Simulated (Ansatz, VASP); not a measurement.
# One calculation of MnS, two programs

Contents of POSCAR:

```
MnS
1.0
    0.0000000000      2.7948365979      2.7948365979
    2.7948365979      0.0000000000      2.7948365979
    2.7948365979      2.7948365979      0.0000000000
Mn S
1 1
Direct
    0.0000000000      0.0000000000      0.0000000000
    0.2500000000      0.2500000000      0.2500000000
```

File INCAR.step1:

```
PREC = Accurate
ENCUT = 520
ISMEAR = 0
SIGMA = 0.02
LREAL = False
LASPH = True
NELM = 150
ISPIN = 2
MAGMOM = 4.76 0.12
LMAXMIX = 4
NBANDS = 20
GGA = PE
ALGO = Normal
EDIFF = 1E-4
LWAVE = True
LCHARG = False
```

File INCAR.step2:

```
PREC = Accurate
ENCUT = 520
EDIFF = 1E-6
ISMEAR = 0
SIGMA = 0.02
LREAL = False
LASPH = True
NELM = 150
ALGO = Normal
ISIF = 2
LWAVE = False
LCHARG = True
ISPIN = 2
MAGMOM = 4.76 0.12
LORBIT = 11
LMAXMIX = 4
METAGGA = R2SCAN
LMIXTAU = True
LELF = True
LVHAR = True
NBANDS = 20
ISTART = 1
```

The input KPOINTS:

```
regular mesh
0
Gamma
  12 12 12
```

Input for Ansatz:

```yaml
crystal:
  lattice:
    - [0.0, 2.7948365979, 2.7948365979]
    - [2.7948365979, 0.0, 2.7948365979]
    - [2.7948365979, 2.7948365979, 0.0]
  atoms:
    - { symbol: Mn, position: [0.0, 0.0, 0.0], spin: 4.76 }
    - { symbol: S, position: [0.25, 0.25, 0.25], spin: 0.12 }
basis:
  ecutwfc: 500
kpoints:
  mp_grid: { grid: [12, 12, 12] }
hamiltonian:
  xc: r2scan
scf:
  occupations: { method: gaussian, width: 0.02 }
output:
  forces: true
  stress: true
  eigenvalues: true
  populations: true
magnetization:
  spin_polarized: true
```

Alike in both runs: task single point; functional r2SCAN; k mesh 12 × 12 × 12; occupations gaussian, width 0.02 eV; collinear spin.

```csv
,VASP,Ansatz
version,VASP 6.6.1,Ansatz 0.2.0
potentials or method,"VASP PAW PBE potentials, release 64 (Mn_pv, S), cutoff 520 eV","scalar-relativistic, plane waves, PAW"
valence electrons in the cell,19,21
```

|  | VASP | Ansatz | Ansatz less VASP |
| --- | --- | --- | --- |
| gap on the k mesh at the Fermi level (eV) | 0.54 | 0.54 | +0.007 |
| least direct gap on the mesh (eV) | 1.25 | 1.24 | -0.012 |
| pressure (GPa) | 2.3 | 2.2 | -0.10 |
| net moment per atom (μB) | 2.50 | 2.50 | 0.000 |
| size of the moment on the site where the two differ most (μB) | 4.46 | 4.30 | -0.165 |

VASP's potentials were made for PBE, not for r2SCAN. Site moments also hang on the region over which each program counts them. With one functional, cell and mesh, what is left measures potentials, basis and numerics. VASP's potentials hold 19 valence electrons a cell and Ansatz's 21, so a difference there can come from the potentials and not from the codes. Ansatz's warnings: stability check not made.
